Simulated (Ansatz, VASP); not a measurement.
# One calculation of Cs2Zn, two programs

```
CELL_PARAMETERS angstrom
5.77728 0.00000 0.00000
-2.88864 5.00327 0.00000
0.00000 0.00000 3.67256
ATOMIC_POSITIONS crystal
Cs 0.33333 0.66667 0.50000
Cs 0.66667 0.33333 0.50000
Zn 0.00000 0.00000 0.00000
```

Alike in both runs: task relaxation of cell and atoms; functional PBE; k mesh 3 × 3 × 6; occupations gaussian, width 0.1 eV; no spin polarisation.

|  | VASP | Ansatz |
| --- | --- | --- |
| version | VASP 6.6.1 | Ansatz 0.2.0 |
| potentials or method | VASP PAW PBE potentials, release 64 (Cs_sv, Zn), cutoff 600 eV | scalar-relativistic, plane waves, PAW |
| valence electrons in the cell | 30 | 30 |

Ansatz gave:

| Quantity | Value |
| --- | --- |
| gap on the k mesh at the Fermi level, each at its own relaxed structure (eV) | none |
| relaxed volume (Å³/atom) | 66.75 |
| relaxed cell length with the largest relative difference (Å) | 4.694 |

Question: Estimate VASP's values.

Answer: gap on the k mesh at the Fermi level, each at its own relaxed structure (eV): none; relaxed volume (Å³/atom): 65.35; relaxed cell length with the largest relative difference (Å): 4.660.

A gap of «none» marks a metal or a gap that the smearing closes.

The k mesh is coarse, so the values compare programs but aren't converged. Neither program's run includes spin-orbit coupling. Noted on VASP's run: the volume moved by over 15 % at a fixed basis, so the end points are rough.
